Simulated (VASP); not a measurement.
Input of a VASP 6.6.1 run:

File INCAR:

```
SYSTEM = Pt3PbC
PREC = Accurate
ENCUT = 520
EDIFF = 1E-6
ISMEAR = -1
SIGMA = 0.1
LREAL = .False.
LASPH = .True.
NELM = 100
ALGO = Normal
ISIF = 2
LWAVE = .False.
LCHARG = .False.
GGA = PE
NBANDS = 32
```

File KPOINTS:

```
Automatic mesh
0
Gamma
  5 5 5
  0 0 0
```

File POSCAR:

```
Pt3PbC
1.0
    4.2743331162      0.0000000000      0.0000000000
    0.0000000000      4.2743331162      0.0000000000
    0.0000000000      0.0000000000      4.2743331162
Pt Pb C
3 1 1
Direct
    0.0000000000      0.5000000000      0.5000000000
    0.5000000000      0.5000000000      0.0000000000
    0.5000000000      0.0000000000      0.5000000000
    0.0000000000      0.0000000000      0.0000000000
    0.5000000000      0.5000000000      0.5000000000
```

Potentials or basis: VASP PAW PBE potentials, release 64 (Pt, Pb_d, C).

The run is started by

```sh
$ cat potpaw_PBE.64/Pt/POTCAR potpaw_PBE.64/Pb_d/POTCAR potpaw_PBE.64/C/POTCAR > POTCAR
$ mpirun -np 1 vasp_std > vasp.out
```

(1) What does it give for the pressure?

(2) Estimate the band gap on the k mesh.

Results:

(1) 8.6 GPa.

(2) zero (band 24 reaches 10.11 eV, above the bottom of band 25 at 9.79 eV).

Caveat: spin-orbit coupling is left out, which moves the levels of the heavy elements.
